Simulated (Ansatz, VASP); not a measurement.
## B: VASP beside Ansatz

INCAR

```
  PREC = Accurate
  ENCUT = 600
  EDIFF = 1E-6
  ISMEAR = 0
  SIGMA = 0.1
  LREAL = F
  LASPH = T
  NELM = 60
  ALGO = Normal
  ISIF = 3
  LWAVE = F
  LCHARG = F
  GGA = PE
  IBRION = 2
  NSW = 100
  EDIFFG = -0.01
```

The input KPOINTS:

```
Automatic mesh
0
Gamma
  36 36 10
```

Contents of POSCAR:

```
B
1.0
    1.8469669061      0.0000000000      0.0000000000
   -0.9234834530      1.5995202606      0.0000000000
    0.0000000000      0.0000000000      5.5227976792
B
2
Direct
    0.0000000000      0.0000000000      0.1641726181
    0.0000000000      0.0000000000      0.8358273819
```

Input for Ansatz:

```yaml
crystal:
  lattice:
    - [1.8469669061, 0.0, 0.0]
    - [-0.923483453, 1.5995202606, 0.0]
    - [0.0, 0.0, 5.5227976792]
  atoms:
    - { symbol: B, position: [0.0, 0.0, 0.1641726181] }
    - { symbol: B, position: [0.0, 0.0, 0.8358273819] }
basis:
  ecutwfc: 420
kpoints:
  mp_grid: { grid: [36, 36, 10] }
hamiltonian:
  xc: pbe
scf:
  occupations: { method: gaussian, width: 0.1 }
output:
  forces: true
  stress: true
  eigenvalues: true
relax:
  adjacent_minimum: "off"
  f_tol: 0.01
  max_steps: 80
  cell: { stress_tol: 0.05 }
```

Alike in both runs: task relaxation of cell and atoms; functional PBE; k mesh 36 × 36 × 10; occupations gaussian, width 0.1 eV; no spin polarisation.

|  | VASP | Ansatz |
| --- | --- | --- |
| version | VASP 6.6.1 | Ansatz 0.2.0 |
| potentials or method | VASP PAW PBE potentials, release 64 (B), cutoff 600 eV | scalar-relativistic, plane waves, PAW |
| valence electrons in the cell | 6 | 6 |

|  | VASP | Ansatz | Ansatz less VASP |
| --- | --- | --- | --- |
| gap on the k mesh at the Fermi level, each at its own relaxed structure (eV) | none | none | - |
| relaxed volume (Å³/atom) | 8.16 | 8.30 | +0.138 |
| relaxed cell length with the largest relative difference (Å) | 5.505 | 5.591 | +0.0862 |

A gap of «none» marks a metal or a gap that the smearing closes.
